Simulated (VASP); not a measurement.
Here is a VASP 6.6.1 calculation.

The input INCAR:

```
SYSTEM = InSb
PREC     = Accurate       ! precision mode
ENCUT    = 520            ! plane-wave cutoff, eV
EDIFF    = 1E-6           ! SCF threshold, eV
ISMEAR   = 0              ! smearing method
SIGMA    = 0.05           ! smearing width, eV
LREAL    = .FALSE.        ! projectors in reciprocal space
LASPH    = .TRUE.         ! aspherical terms in the spheres
NELM     = 60             ! most SCF steps
ALGO     = Normal         ! electronic algorithm
ISIF     = 2              ! what is computed and relaxed
LWAVE    = .FALSE.        ! write WAVECAR
LCHARG   = .FALSE.        ! write CHGCAR
GGA      = RE             ! functional
NBANDS   = 16             ! bands
```

Contents of KPOINTS:

```
regular mesh
0
G
  6 6 6
  0 0 0
```

File POSCAR:

```
InSb
1.0
    0.0000000000      3.3030415815      3.3030415815
    3.3030415815      0.0000000000      3.3030415815
    3.3030415815      3.3030415815      0.0000000000
In Sb
1 1
Direct
    0.0000000000      0.0000000000      0.0000000000
    0.7500000000      0.7500000000      0.7500000000
```

Potentials or basis: VASP PAW PBE potentials, release 64 (In_d, Sb).

Launch:

```sh
$ cat potpaw_PBE.64/In_d/POTCAR potpaw_PBE.64/Sb/POTCAR > POTCAR
$ mpirun -np 1 vasp_std > vasp.out
```

Question: Predict the pressure.

Answer: 1.5 GPa.

Question: Predict the band gap on the k mesh.

Answer: Zero (filled and empty bands touch).

Caveat: the PAW data sets were made with another functional, which shifts forces and pressure a little; spin-orbit coupling is left out, which moves the levels of the heavy elements.
